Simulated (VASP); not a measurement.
Here is a VASP 6.6.1 calculation.

INCAR

```
SYSTEM = H
PREC = Accurate
ENCUT = 600
EDIFF = 1E-6
ISMEAR = -1
SIGMA = 0.05
LREAL = .False.
LASPH = .True.
NELM = 100
ALGO = Normal
ISIF = 3
LWAVE = .False.
LCHARG = .False.
GGA = PE
IBRION = 2
NSW = 100
EDIFFG = -0.005
```

File KPOINTS:

```
regular mesh
0
Gamma
  14 14 14
  0 0 0
```

Contents of POSCAR:

```
H
1.0
    0.0000000000      2.2322827293      2.2322827293
    2.2322827293      0.0000000000      2.2322827293
    2.2322827293      2.2322827293      0.0000000000
H
2
Direct
    0.0000000000      0.0000000000      0.0000000000
    0.2500000000      0.2500000000      0.2500000000
```

Potentials or basis: VASP PAW PBE potentials, release 64 (H).

Command:

```console
$ cat potpaw_PBE.64/H/POTCAR > POTCAR
$ mpirun -np 1 vasp_std > vasp.out
```

(1) What does it give for the space group after relaxing (to 0.05 Å)?

(2) Predict the relaxed cell.

(3) Predict the band gap on the k mesh.

(4) Predict the relaxed volume.

## Answers

(1) Fd-3m (No. 227).

(2) a = 2.130 Å, b = 2.130 Å, c = 2.130 Å, α = 60.00°, β = 60.00°, γ = 60.00°.

(3) zero (band 1 reaches 2.49 eV, above the bottom of band 2 at 1.56 eV).

(4) 3.42 Å³/atom.

Caveat: the volume moved by over 15 % at a fixed basis, so the end points are rough.
